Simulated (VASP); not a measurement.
Set up this calculation in VASP 6.6.1, as the native input.

- Task: single point
- Functional: PBE
- Potentials or basis: VASP PAW PBE potentials, release 64 (Al, Ge_d, Ir)
- Cutoff: 520 eV
- k mesh: 6 × 6 × 4
- Occupations: gaussian, width 0.1 eV
- Spin: no spin polarisation
- Dipole correction: no
- Further INCAR settings: ALGO = Normal; EDIFF = 1e-06; NBANDS = 30

The structure of AlGeIr3 lies in POSCAR:

```
AlGeIr3
1.0
    5.1481307079      0.0000000000      0.0000000000
   -2.5740653539      4.4584119750      0.0000000000
    0.0000000000      0.0000000000      5.0495792248
Al Ge Ir
1 1 3
Direct
    0.0000000000      0.0000000000      0.0000000000
    0.0000000000      0.0000000000      0.5000000000
    0.5000000000      0.0000000000      0.5000000000
    0.0000000000      0.5000000000      0.5000000000
    0.5000000000      0.5000000000      0.5000000000
```

The cell was generated, and may not be a known phase.

These files were run (other wordings do the same):

INCAR

```
PREC = Accurate ; ENCUT = 520
EDIFF = 1E-6 ; ISMEAR = 0
SIGMA = 0.1 ; LREAL = F
LASPH = T ; NELM = 60
ALGO = Normal ; ISIF = 2
LWAVE = F ; LCHARG = F
GGA = PE ; NBANDS = 30
```

KPOINTS

```
regular mesh
0
Gamma
  6 6 4
```

Potentials or basis: VASP PAW PBE potentials, release 64 (Al, Ge_d, Ir).

Launch:

```bash
$ cat potpaw_PBE.64/Al/POTCAR potpaw_PBE.64/Ge_d/POTCAR potpaw_PBE.64/Ir/POTCAR > POTCAR
$ mpirun -np 1 vasp_std > vasp.out
```

Results of the run:

```yaml
Pressure: 0.0 GPa
Band_gap_on_the_k_mesh: zero (bands 22 and 23 overlap by 0.77 eV)
```

Caveat: spin-orbit coupling is left out, which moves the levels of the heavy elements.

Wall time 65 s on 1 thread of AMD EPYC 7R13 Processor (Zen 3), with other jobs on the host, peak memory 0.25 GiB.
